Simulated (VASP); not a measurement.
# In2O3 (R-3c) in VASP: single point with PBE

Aim: the single point of In2O3 with PBE.

Program: VASP 6.6.1. These are calculated values, not measurements. Logs are shortened: lines on timing, memory, paths and dates and some standing lists are left out, and cuts for length are marked.

**1. The cell of the first run**

It takes space group R-3c (No. 167, trigonal). The conventional cell has a = 5.344 Å, b = 5.344 Å, c = 14.586 Å, α = 90.00°, β = 90.00°, γ = 120.00°. Within 2.8 Å of In (site symmetry 3) lie 6 O at 2.08 to 2.21 Å. Within 2.8 Å of O (site symmetry 2) lie 4 In at 2.08 to 2.21 Å.

**2. Single point, PBE**

Input file INCAR:

```
SYSTEM = In2O3
  PREC = Accurate
  ENCUT = 520
  EDIFF = 1E-6
  ISMEAR = -1
  SIGMA = 0.1
  LREAL = .False.
  LASPH = .True.
  NELM = 60
  ALGO = Normal
  ISIF = 2
  LWAVE = .False.
  LCHARG = .False.
  GGA = PE
  NBANDS = 55
```

Input file KPOINTS:

```
regular mesh
0
Gamma
  6 6 6
  0 0 0
```

Input file POSCAR:

```
In2O3
1.0
    2.6719040000      4.6278690000      0.0000000000
   -2.6719040000      4.6278690000      0.0000000000
    0.0000000000     -3.0852460000      4.8621000000
In O
4 6
Direct
    0.3521600000      0.3521600000      0.0564800000
    0.1478400000      0.1478400000      0.4435200000
    0.6478400000      0.6478400000      0.9435200000
    0.8521600000      0.8521600000      0.5564800000
    0.5562400000      0.9437600000      0.7500000000
    0.2500000000      0.5562400000      0.7500000000
    0.9437600000      0.2500000000      0.7500000000
    0.4437600000      0.0562400000      0.2500000000
    0.7500000000      0.4437600000      0.2500000000
    0.0562400000      0.7500000000      0.2500000000
```

Potentials or basis: VASP PAW PBE potentials, release 64 (In_d, O).

Launch:

```console
$ cat potpaw_PBE.64/In_d/POTCAR potpaw_PBE.64/O/POTCAR > POTCAR
$ mpirun -np 1 vasp_std > vasp.out
```

OUTCAR:

```text
SYSTEM = In2O3
   PREC = Accurate
   ENCUT = 520
   EDIFF = 1E-6
   ISMEAR = -1
   LREAL = .False.
   LASPH = .True.
   NELM = 60
   ISIF = 2
   GGA = PE

 ion  position               nearest neighbor table
   1  0.352  0.352  0.056-   9 2.08   8 2.08  10 2.08   7 2.21   6 2.21   5 2.21   2 2.98   3 3.13
                             3 3.13   3 3.13   2 3.61   2 3.61   2 3.61   4 3.93   4 3.93   4 3.93
   2  0.148  0.148  0.444-  10 2.08   8 2.08   9 2.08   6 2.21   7 2.21   5 2.21   1 2.98   4 3.13
                             4 3.13   4 3.13   1 3.61   1 3.61   1 3.61   3 3.93   3 3.93   3 3.93
   3  0.648  0.648  0.944-   6 2.08   5 2.08   7 2.08  10 2.21   9 2.21   8 2.21   4 2.98   1 3.13
                             1 3.13   1 3.13   4 3.61   4 3.61   4 3.61   2 3.93   2 3.93   2 3.93
   4  0.852  0.852  0.556-   7 2.08   5 2.08   6 2.08   9 2.21  10 2.21   8 2.21   3 2.98   2 3.13
                             2 3.13   2 3.13   3 3.61   3 3.61   3 3.61   1 3.93   1 3.93   1 3.93
   5  0.556  0.944  0.750-   3 2.08   4 2.08   1 2.21   2 2.21
   6  0.250  0.556  0.750-   3 2.08   4 2.08   2 2.21   1 2.21
   7  0.944  0.250  0.750-   4 2.08   3 2.08   1 2.21   2 2.21
   8  0.444  0.056  0.250-   1 2.08   2 2.08   3 2.21   4 2.21
   9  0.750  0.444  0.250-   1 2.08   2 2.08   4 2.21   3 2.21
  10  0.056  0.750  0.250-   2 2.08   1 2.08   3 2.21   4 2.21

  LATTYP: Found a trigonal (rhomboedric) cell.
 ALAT       =     5.7583654899
 COS(alpha) =     0.5694007761

  Lattice vectors:

 A1 = (   2.6719040000,   1.5426230000,   4.8621000000)
 A2 = (  -2.6719040000,   1.5426230000,   4.8621000000)
 A3 = (   0.0000000000,  -3.0852460000,   4.8621000000)

Analysis of symmetry for initial positions (statically):
=====================================================================
 Subroutine PRICEL returns:
 Original cell was already a primitive cell.

 Routine SETGRP: Setting up the symmetry group for a
 trigonal (rhombohedral) supercell.

 Subroutine GETGRP returns: Found 12 space group operations
 (whereof  6 operations were pure point group operations)
 out of a pool of 12 trial point group operations.

The static configuration has the point symmetry S_6 .
 The point group associated with its full space group is D_3d.

Analysis of symmetry for dynamics (positions and initial velocities):
=====================================================================
 Subroutine PRICEL returns:
 Original cell was already a primitive cell.

 Routine SETGRP: Setting up the symmetry group for a
 trigonal (rhombohedral) supercell.

 Subroutine GETGRP returns: Found 12 space group operations
 (whereof  6 operations were pure point group operations)
 out of a pool of 12 trial point group operations.

The dynamic configuration has the point symmetry S_6 .
 The point group associated with its full space group is D_3d.

 Subroutine INISYM returns: Found 12 space group operations
 (whereof  6 operations are pure point group operations),
 and found     1 'primitive' translations

----------------------------------------------------------------------------------------

                                     Primitive cell

  volume of cell :     120.2419

  direct lattice vectors                    reciprocal lattice vectors
     2.671904000  4.627869000  0.000000000     0.187132472  0.108041088  0.068557482
    -2.671904000  4.627869000  0.000000000    -0.187132472  0.108041088  0.068557482
     0.000000000 -3.085246000  4.862100000     0.000000000  0.000000000  0.205672446

  length of vectors
     5.343804119  5.343804119  5.758364289     0.226697082  0.226697082  0.205672446

  position of ions in fractional coordinates (direct lattice)
     0.352160000  0.352160000  0.056480000
     0.147840000  0.147840000  0.443520000
     0.647840000  0.647840000  0.943520000
     0.852160000  0.852160000  0.556480000
     0.556240000  0.943760000  0.750000000
     0.250000000  0.556240000  0.750000000
     0.943760000  0.250000000  0.750000000
     0.443760000  0.056240000  0.250000000
     0.750000000  0.443760000  0.250000000
     0.056240000  0.750000000  0.250000000

  ion indices of the primitive-cell ions
   primitive index   ion index
                 1           1
                 2           2
                 3           3
                 4           4
                 5           5
                 6           6
                 7           7
                 8           8
                 9           9
                10          10

----------------------------------------------------------------------------------------

 KPOINTS: regular mesh

Automatic generation of k-mesh.
 Grid dimensions read from file:
 generate k-points for:    6    6    6

 Generating k-lattice:

  Cartesian coordinates                     Fractional coordinates (reciprocal lattice)
     0.031188745  0.018006848  0.011426247     0.166666667  0.000000000  0.000000000
    -0.031188745  0.018006848  0.011426247     0.000000000  0.166666667  0.000000000
     0.000000000  0.000000000  0.034278741     0.000000000  0.000000000  0.166666667

  Length of vectors
     0.037782847  0.037782847  0.034278741

  Shift w.r.t. Gamma in fractional coordinates (k-lattice)
     0.000000000  0.000000000  0.000000000

 Subroutine IBZKPT returns following result:
 ===========================================

 Found     32 irreducible k-points:

 Following reciprocal coordinates:
            Coordinates               Weight
  0.000000  0.000000  0.000000      1.000000
  0.166667 -0.000000 -0.000000      6.000000
  0.333333 -0.000000 -0.000000      6.000000
  0.500000 -0.000000 -0.000000      3.000000
  0.166667  0.166667 -0.000000      6.000000
  0.333333  0.166667 -0.000000     12.000000
[... 16 lines left out ...]
  0.333333  0.333333  0.166667      6.000000
  0.500000  0.333333  0.166667     12.000000
 [... further k-points ...]
   k-points           NKPTS =     32   k-points in BZ     NKDIM =     32   number of bands    NBANDS=     55
   number of dos      NEDOS =    301   number of ions     NIONS =     10
   total plane-waves  NPLWV =  76800
   dimension x,y,z NGX =    40 NGY =   40 NGZ =   48
   dimension x,y,z NGXF=    80 NGYF=   80 NGZF=   96
   ions per type =               4   6
   NGX,Y,Z   is equivalent  to a cutoff of  12.44, 12.44, 13.86 a.u.
   NGXF,Y,Z  is equivalent  to a cutoff of  24.89, 24.89, 27.72 a.u.
 SYSTEM =  In2O3
   PREC   = accura    normal or accurate (medium, high low for compatibility)
   ISTART =      0    job   : 0-new  1-cont  2-samecut
   ICHARG =      2    charge: 1-file 2-atom 10-const
   ISPIN  =      1    spin polarized calculation?
   LNONCOLLINEAR =      F non collinear calculations
   LSORBIT =      F    spin-orbit coupling
   LASPH  =      T    aspherical Exc in radial PAW
   ENCUT  =  520.0 eV  38.22 Ry    6.18 a.u.   9.94  9.94 10.71*2*pi/ulx,y,z
   NELM   =     60;   NELMIN=  2; NELMDL= -5     # of ELM steps
   EDIFF  = 0.1E-05   stopping-criterion for ELM
   LREAL  =      F    real-space projection
   EDIFFG = 0.1E-04   stopping-criterion for IOM
   NSW    =      0    number of steps for IOM
   IBRION =     -1    ionic relax: 0-MD 1-quasi-New 2-CG
   NFREE  =      0    steps in history (QN), initial steepest desc. (CG)
   ISIF   =      2    stress and relaxation
   ISYM   =      2    0-nonsym 1-usesym 2-fastsym
   POTIM  = 0.5000    time-step for ionic-motion
   TEBEG  =    0.0;   TEEND  =   0.0 temperature during run
   PSTRESS=    0.0 pullay stress
   NELECT =      88.0000    total number of electrons
   NUPDOWN=      -1.0000    fix difference up-down
   EMIN   =  10.00;   EMAX   =-10.00  energy-range for DOS
   EFERMI =   0.00;   METHOD = LEGACY
   ISMEAR =    -1;   SIGMA  =   0.10  broadening in eV -4-tet -1-fermi 0-gaus
   EFERMI_NEDOS =   21; number of points for ismear=-14 and -15
   IALGO  =     38    algorithm
   IMIX   =      4    mixing-type and parameters
     AMIX     =   0.40;   BMIX     =  1.00
     AMIX_MAG =   1.60;   BMIX_MAG =  1.00
  volume/ion in A,a.u.               =      12.02        81.14
  Fermi-wavevector in a.u.,A,eV,Ry     =   1.475312  2.787935 29.613688  2.176545
  Thomas-Fermi vector in A             =   2.589976
   LORBIT       =      0    0 simple, 1 ext, 2 COOP (PROOUT), +10 PAW based schemes
   GGA     = PE    functional components
   LHFCALC =     F    Hartree Fock is set to
   AEXX    =    0.0000 exact exchange contribution
   IVDW    =     0    specifies the selected vdW correction
   LEPSILON=     F    determine dielectric tensor
   LRPA    =     F    only Hartree local field effects (RPA)
 non-spin polarized calculation
  energy-cutoff  :      520.00
  volume of cell :      120.24
 maximum number of plane-waves:      3260
   NGX = 19   NGY = 19   NGZ = 21

 number of electron      87.9999996 magnetization

 Free energy of the ion-electron system (eV)
  ---------------------------------------------------
  ext. energy  EPLUGINS =         0.00000000
  ---------------------------------------------------
  free energy    TOTEN  =       -54.54396100 eV

  energy without entropy =      -54.54391670  energy(sigma->0) =      -54.54393885

 E-fermi :   7.2826     XC(G=0): -11.4716

 val. band max:        6.2062016752   @ k =   0.0000   0.0000   0.0000
 cond. band min:       7.8874397092   @ k =   0.0000   0.0000   0.0000
 fundamental gap:      1.6812380340
 Fermi energy:         7.2826352965

 k-point     1 :       0.0000    0.0000    0.0000
  band No.  band energies     occupation
      1     -11.8003      2.00000
      2     -10.8807      2.00000
      3     -10.8807      2.00000
      4     -10.5740      2.00000
      5     -10.5740      2.00000
      6     -10.4807      2.00000
[... 47 lines left out ...]
     54      16.6597      0.00000
     55      17.2100      0.00000

 k-point     2 :       0.1667   -0.0000   -0.0000
  band No.  band energies     occupation
      1     -11.7128      2.00000
      2     -10.8687      2.00000
      3     -10.8647      2.00000
      4     -10.6390      2.00000
      5     -10.5995      2.00000
      6     -10.5280      2.00000
[... 47 lines left out ...]
     54      17.1676      0.00000
     55      17.2983      0.00000

 k-point     3 :       0.3333   -0.0000   -0.0000
  band No.  band energies     occupation
      1     -11.4754      2.00000
      2     -10.8631      2.00000
      3     -10.8157      2.00000
      4     -10.8114      2.00000
      5     -10.6661      2.00000
      6     -10.6250      2.00000
[... 1152 lines left out ...]
 k-point    23 :       0.3333    0.3333    0.1667
  band No.  band energies     occupation
      1     -11.3112      2.00000
      2     -11.0560      2.00000
      3     -10.8845      2.00000
      4     -10.7487      2.00000
      5     -10.7032      2.00000
      6     -10.5011      2.00000
[... 47 lines left out ...]
     54      17.6806      0.00000
     55      18.0788      0.00000

 k-point    24 :       0.5000    0.3333    0.1667
  band No.  band energies     occupation
      1     -11.2276      2.00000
      2     -11.0893      2.00000
      3     -10.9017      2.00000
      4     -10.8002      2.00000
      5     -10.6523      2.00000
      6     -10.5230      2.00000
[... 47 lines left out ...]
     54      17.3728      0.00000
     55      17.8016      0.00000

 [... further k-points ...]

------------------------ aborting loop because EDIFF is reached ----------------------------------------

  FORCE on cell =-STRESS in cart. coord.  units (eV):
  Direction    XX          YY          ZZ          XY          YZ          ZX
  --------------------------------------------------------------------------------------
  -------------------------------------------------------------------------------------
  Total       16.5098476     16.5098157     13.5602305      0.0000000      0.0000000      0.0000000
  in kB      219.9874258    219.9869998    180.6849024      0.0000000      0.0000000      0.0000000
  external PRESSURE =     206.8864427 kB  Pullay stress =       0.0000000 kB

 VOLUME and BASIS-vectors are now :
 -----------------------------------------------------------------------------
  energy-cutoff  :      520.00
  volume of cell :      120.24
      direct lattice vectors                 reciprocal lattice vectors
     2.671904000  4.627869000  0.000000000     0.187132472  0.108041088  0.068557482
    -2.671904000  4.627869000  0.000000000    -0.187132472  0.108041088  0.068557482
     0.000000000 -3.085246000  4.862100000     0.000000000  0.000000000  0.205672446

 POSITION                                       TOTAL-FORCE (eV/Angst)
 -----------------------------------------------------------------------------------
      0.00000      3.08525      0.27461        -0.000000     -0.000000      0.493784
      0.00000      0.00000      2.15644        -0.000000      0.000000     -0.493784
      0.00000      3.08525      4.58749        -0.000000      0.000000     -0.493784
      0.00000      6.17049      2.70566        -0.000000     -0.000000      0.493784
     -1.03542      4.62787      3.64657        -0.442357      0.000000     -0.000000
     -0.81824      1.41724      3.64657         0.221179     -0.383092      0.000000
      1.85366      3.21063      3.64657         0.221179      0.383092      0.000000
      1.03542      1.54262      1.21552         0.442357      0.000000      0.000000
      0.81824      4.75325      1.21552        -0.221179      0.383092     -0.000000
     -1.85366      2.95986      1.21552        -0.221179     -0.383092      0.000000
 -----------------------------------------------------------------------------------
    total drift:                               -0.000000     -0.000000      0.000000

  FREE ENERGIE OF THE ION-ELECTRON SYSTEM (eV)
  ---------------------------------------------------
  free  energy   TOTEN  =       -54.5439610013 eV

  energy  without entropy=      -54.5439166975  energy(sigma->0) =      -54.54393885
```

Wall time 3 min (1 thread of Intel Xeon Platinum 8375C at 2.90GHz (Ice Lake), shared host); peak memory 0.34 GiB.

What came out:

```yaml
Free_energy: -54.5440 eV
Pressure: 20.7 GPa
Largest_force: 0.494 eV/Å
Band_gap_on_the_k_mesh: 1.68 eV, direct
```

Forces in eV/Å, atoms in the order of the input:
```
In   0.000  0.000  0.494
In   0.000  0.000 -0.494
In   0.000  0.000 -0.494
In   0.000  0.000  0.494
O   -0.442  0.000  0.000
O    0.221 -0.383  0.000
O    0.221  0.383  0.000
O    0.442  0.000  0.000
O   -0.221  0.383  0.000
O   -0.221 -0.383  0.000
```

Caveat: spin-orbit coupling is left out, which moves the levels of the heavy elements. Expect the measured gap to be larger: semilocal functionals such as PBE lack the derivative discontinuity.
